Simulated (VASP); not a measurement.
# CdSe (F-43m) in VASP: relaxation of cell and atoms with HSE06

Aim: the relaxation of cell and atoms of CdSe with HSE06.

Everything below comes from runs of VASP 6.6.1. Logs are shortened: lines on timing, memory, paths and dates and some standing lists are left out, and cuts for length are marked.

## (1) The cell of the first run

The structure is cubic, space group F-43m (No. 216). The conventional cell has a = 6.141 Å, b = 6.141 Å, c = 6.141 Å, α = 90.00°, β = 90.00°, γ = 90.00°. Within 3.5 Å of Cd (site symmetry -43m) lie 4 Se at 2.66 Å. Se (site symmetry -43m) has 4 Cd at 2.66 Å within 3.5 Å.

## (2) Relaxation of cell and atoms, HSE06

POSCAR

```
CdSe
1.0
    0.0000000000      3.0702711986      3.0702711986
    3.0702711986      0.0000000000      3.0702711986
    3.0702711986      3.0702711986      0.0000000000
Cd Se
1 1
Direct
    0.0000000000      0.0000000000      0.0000000000
    0.2500000000      0.2500000000      0.2500000000
```

INCAR.step1

```
SYSTEM = CdSe
  PREC = Accurate
  ENCUT = 600
  EDIFF = 1E-5
  ISMEAR = -1
  SIGMA = 0.05
  LREAL = .FALSE.
  LASPH = .TRUE.
  NELM = 100
  ALGO = Normal
  LWAVE = .TRUE.
  LCHARG = .FALSE.
  GGA = PE
  NBANDS = 16
```

INCAR.step2

```
SYSTEM = CdSe
  PREC = Accurate
  ENCUT = 600
  EDIFF = 1E-6
  ISMEAR = -1
  SIGMA = 0.05
  LREAL = .FALSE.
  LASPH = .TRUE.
  NELM = 100
  ALGO = Normal
  ISIF = 3
  LWAVE = .FALSE.
  LCHARG = .FALSE.
  GGA = PE
  LHFCALC = .TRUE.
  HFSCREEN = 0.2079
  PRECFOCK = Normal
  IBRION = 2
  NSW = 60
  EDIFFG = -0.01
  ISTART = 1
```

KPOINTS

```
Automatic mesh
0
G
  4 4 4
  0 0 0
```

Potentials or basis: VASP PAW PBE potentials, release 64 (Cd, Se).

Launch:

```console
> cat potpaw_PBE.64/Cd/POTCAR potpaw_PBE.64/Se/POTCAR > POTCAR
> cp INCAR.step1 INCAR
> mpirun -np 1 vasp_std > vasp.out
> cp INCAR.step2 INCAR
> mpirun -np 1 vasp_std > vasp.out
```

OUTCAR:

```text
SYSTEM = CdSe
   PREC = Accurate
   ENCUT = 600
   EDIFF = 1E-6
   ISMEAR = -1
   LREAL = .FALSE.
   LASPH = .TRUE.
   NELM = 100
   ISIF = 3
   GGA = PE
   LHFCALC = .TRUE.
   HFSCREEN = 0.2079
   PRECFOCK = Normal
   IBRION = 2
   NSW = 60
   EDIFFG = -0.01
   ISTART = 1

 ion  position               nearest neighbor table
   1  0.000  0.000  0.000-   2 2.66   2 2.66   2 2.66   2 2.66
   2  0.250  0.250  0.250-   1 2.66   1 2.66   1 2.66   1 2.66

  LATTYP: Found a face centered cubic cell.
 ALAT       =     6.1405423972

  Lattice vectors:

 A1 = (   0.0000000000,   3.0702711986,   3.0702711986)
 A2 = (   3.0702711986,   0.0000000000,   3.0702711986)
 A3 = (   3.0702711986,   3.0702711986,   0.0000000000)

Analysis of symmetry for initial positions (statically):
=====================================================================
 Subroutine PRICEL returns:
 Original cell was already a primitive cell.

 Routine SETGRP: Setting up the symmetry group for a
 face centered cubic supercell.

 Subroutine GETGRP returns: Found 24 space group operations
 (whereof 24 operations were pure point group operations)
 out of a pool of 48 trial point group operations.

The static configuration has the point symmetry T_d .

Analysis of symmetry for dynamics (positions and initial velocities):
=====================================================================
 Subroutine PRICEL returns:
 Original cell was already a primitive cell.

 Routine SETGRP: Setting up the symmetry group for a
 face centered cubic supercell.

 Subroutine GETGRP returns: Found 24 space group operations
 (whereof 24 operations were pure point group operations)
 out of a pool of 48 trial point group operations.

The dynamic configuration has the point symmetry T_d .

 Subroutine INISYM returns: Found 24 space group operations
 (whereof 24 operations are pure point group operations),
 and found     1 'primitive' translations

----------------------------------------------------------------------------------------

                                     Primitive cell

  volume of cell :      57.8842

  direct lattice vectors                    reciprocal lattice vectors
     0.000000000  3.070271199  3.070271199    -0.162852063  0.162852063  0.162852063
     3.070271199  0.000000000  3.070271199     0.162852063 -0.162852063  0.162852063
     3.070271199  3.070271199  0.000000000     0.162852063  0.162852063 -0.162852063

  length of vectors
[... 68 lines left out ...]
   NSW    =     60    number of steps for IOM
   IBRION =      2    ionic relax: 0-MD 1-quasi-New 2-CG
   NFREE  =      1    steps in history (QN), initial steepest desc. (CG)
   ISIF   =      3    stress and relaxation
   ISYM   =      3    0-nonsym 1-usesym 2-fastsym
   POTIM  = 0.5000    time-step for ionic-motion
   TEBEG  =    0.0;   TEEND  =   0.0 temperature during run
   PSTRESS=    0.0 pullay stress
   NELECT =      18.0000    total number of electrons
   NUPDOWN=      -1.0000    fix difference up-down
   EMIN   =  10.00;   EMAX   =-10.00  energy-range for DOS
   EFERMI =   0.00;   METHOD = LEGACY
   ISMEAR =    -1;   SIGMA  =   0.05  broadening in eV -4-tet -1-fermi 0-gaus
   EFERMI_NEDOS =   21; number of points for ismear=-14 and -15
   IALGO  =     38    algorithm
   IMIX   =      1    mixing-type and parameters
     AMIX     =   0.40;   BMIX     =  1.00
     AMIX_MAG =   1.60;   BMIX_MAG =  1.00
  volume/ion in A,a.u.               =      28.94       195.31
  Fermi-wavevector in a.u.,A,eV,Ry     =   1.109121  2.095935 16.737199  1.230149
  Thomas-Fermi vector in A             =   2.245657
   LORBIT       =      0    0 simple, 1 ext, 2 COOP (PROOUT), +10 PAW based schemes
   GGA     = PE    functional components
   LHFCALC =     T    Hartree Fock is set to
   PRECFOCK=normal    Normal, Fast or Accurate (Low or Medium for compatibility)
   ENCUT4O =  -1.0   cutoff for four orbital integrals eV
   NKREDX  =     1    reduce k-point grid by
   NKREDY  =     1    reduce k-point grid by
   NKREDZ  =     1    reduce k-point grid by
   AEXX    =    0.2500 exact exchange contribution
   HFSCREEN=    0.2079 screening length (either q_TF or 0.3 A-1)
   HFSCREENC=   0.2079 screening length for correlation (either q_TF or 0.3 A-1)
   ENCUTFOCK=  -1.0 apply spherical cutoff to Coloumb kernel
   IVDW    =     0    specifies the selected vdW correction
   LEPSILON=     F    determine dielectric tensor
   LRPA    =     F    only Hartree local field effects (RPA)
 conjugate gradient relaxation of ions
 non-spin polarized calculation
  energy-cutoff  :      600.00
  volume of cell :       57.88
 maximum number of plane-waves:      1964
 NGX is ok and might be reduce to    36
  NGX = 28; NGY = 28; NGZ = 28

--------------------------------------- Ionic step        1  -------------------------------------------

 number of electron      17.9999997 magnetization

 Free energy of the ion-electron system (eV)
  ---------------------------------------------------
  ext. energy  EPLUGINS =         0.00000000
  ---------------------------------------------------
  free energy    TOTEN  =        -6.81388060 eV

  energy without entropy =       -6.81388057  energy(sigma->0) =       -6.81388058

------------------------ aborting loop because EDIFF is reached ----------------------------------------

  FORCE on cell =-STRESS in cart. coord.  units (eV):
  Direction    XX          YY          ZZ          XY          YZ          ZX
  --------------------------------------------------------------------------------------
  -------------------------------------------------------------------------------------
  Total        0.1265179      0.1265179      0.1265179      0.0000000     -0.0000000     -0.0000000
  in kB        3.5018897      3.5018897      3.5018897      0.0000000     -0.0000000     -0.0000000
  external PRESSURE =       3.5018897 kB  Pullay stress =       0.0000000 kB
[... 59 lines left out ...]
--------------------------------------- Ionic step        3  -------------------------------------------

 number of electron      17.9999998 magnetization

 Free energy of the ion-electron system (eV)
  ---------------------------------------------------
  ext. energy  EPLUGINS =         0.00000000
  ---------------------------------------------------
  free energy    TOTEN  =        -6.81437732 eV

  energy without entropy =       -6.81437729  energy(sigma->0) =       -6.81437731

 E-fermi :   0.8464     XC(G=0):  -7.2539

 val. band max:        0.0807836274   @ k =   0.0000   0.0000   0.0000
 cond. band min:       1.5570496009   @ k =   0.0000   0.0000   0.0000
 fundamental gap:      1.4762659735
 Fermi energy:         0.8463666427

 k-point     1 :       0.0000    0.0000    0.0000
  band No.  band energies     occupation
      1     -13.3987      2.00000
      2      -8.9629      2.00000
      3      -8.9629      2.00000
      4      -8.9629      2.00000
      5      -8.6256      2.00000
      6      -8.6256      2.00000
      7       0.0808      2.00000
      8       0.0808      2.00000
      9       0.0808      2.00000
     10       1.5570      0.00000
     11       7.0502      0.00000
     12       7.0502      0.00000
     13       7.0502      0.00000
[... 139 lines left out ...]
  FREE ENERGIE OF THE ION-ELECTRON SYSTEM (eV)
  ---------------------------------------------------
  free  energy   TOTEN  =        -6.8143773233 eV

  energy  without entropy=       -6.8143772901  energy(sigma->0) =       -6.81437731

 reached required accuracy - stopping structural energy minimisation
```

OSZICAR.step1:

```text
N       E                     dE             d eps       ncg     rms          rms(c)
DAV:   1     0.124038836866E+03    0.12404E+03   -0.96006E+03   256   0.113E+03
DAV:   2    -0.102130079069E+01   -0.12506E+03   -0.11796E+03   304   0.269E+02
DAV:   3    -0.581851333715E+01   -0.47972E+01   -0.47894E+01   312   0.539E+01
DAV:   4    -0.583977402266E+01   -0.21261E-01   -0.21259E-01   312   0.369E+00
DAV:   5    -0.583990459649E+01   -0.13057E-03   -0.13057E-03   328   0.248E-01    0.589E+00
DAV:   6    -0.546513850962E+01    0.37477E+00   -0.55606E-01   344   0.879E+00    0.472E+00
DAV:   7    -0.544149359688E+01    0.23645E-01   -0.14896E-01   288   0.256E+00    0.206E+00
DAV:   8    -0.544274242128E+01   -0.12488E-02   -0.14426E-02   312   0.144E+00    0.249E-01
DAV:   9    -0.544298232406E+01   -0.23990E-03   -0.15091E-03   288   0.492E-01    0.495E-02
DAV:  10    -0.544306234941E+01   -0.80025E-04   -0.16988E-04   320   0.162E-01    0.462E-02
DAV:  11    -0.544311857693E+01   -0.56228E-04   -0.91541E-05   288   0.600E-02    0.166E-02
DAV:  12    -0.544311838655E+01    0.19038E-06   -0.19181E-06   232   0.169E-02
   1 F= -.54431184E+01 E0= -.54430365E+01  d E =-.163763E-03
```

It took 17 min on 1 thread of Intel Xeon Platinum 8488C (Sapphire Rapids), shared host; peak memory 0.32 GiB.

What came out:

| Item | Value |
| --- | --- |
| Free energy | -6.8144 eV |
| Relaxed volume | 29.16 Å³/atom |
| Relaxed cell | a = 4.353 Å, b = 4.353 Å, c = 4.353 Å, α = 60.00°, β = 60.00°, γ = 60.00° |
| Space group after relaxing (to 0.1 Å) | F-43m (No. 216) |
| Energy gained by relaxing | 0.2 meV/atom |
| Ionic steps | 3 |
| Pressure after relaxing | 0.0 GPa |
| Band gap on the k mesh | 1.48 eV |

The path:
| step | energy change (eV) | largest force (eV/Å) | pressure (GPa) | volume (Å³) |
| --- | --- | --- | --- | --- |
| 1 | 0.0000 | 0.0000 | 0.35 | 57.88 |
| 2 | -0.0005 | 0.0000 | -0.09 | 58.42 |
| 3 | -0.0005 | 0.0000 | 0.00 | 58.32 |

Final structure:
```cif
data_structure
_symmetry_space_group_name_H-M 'P 1'
_symmetry_Int_Tables_number 1
_cell_length_a 4.3529
_cell_length_b 4.3529
_cell_length_c 4.3529
_cell_angle_alpha 60.000
_cell_angle_beta 60.000
_cell_angle_gamma 60.000
_cell_volume 58.32
loop_
_atom_site_label
_atom_site_type_symbol
_atom_site_fract_x
_atom_site_fract_y
_atom_site_fract_z
_atom_site_occupancy
Cd1 Cd 0.00000 0.00000 0.00000 1
Se1 Se 0.25000 0.25000 0.25000 1
```

Levels at points of the mesh, in eV from the valence-band top:
```tsv
k point	band 6	band 7	band 8	band 9	band 10	band 11	band 12	band 13
(0.00, 0.00, 0.00)	-8.71	0.00	0.00	0.00	1.48	6.97	6.97	6.97
(0.50, 0.00, 0.00)	-8.40	-4.45	-0.74	-0.74	3.33	7.45	7.45	8.40
(0.50, 0.50, 0.00)	-8.32	-4.17	-1.85	-1.85	4.01	4.71	10.15	11.36
```

Caveat: the k points lie up to 0.44 Å⁻¹ apart in the final cell; the PAW data sets were made with another functional, which shifts forces and pressure a little.
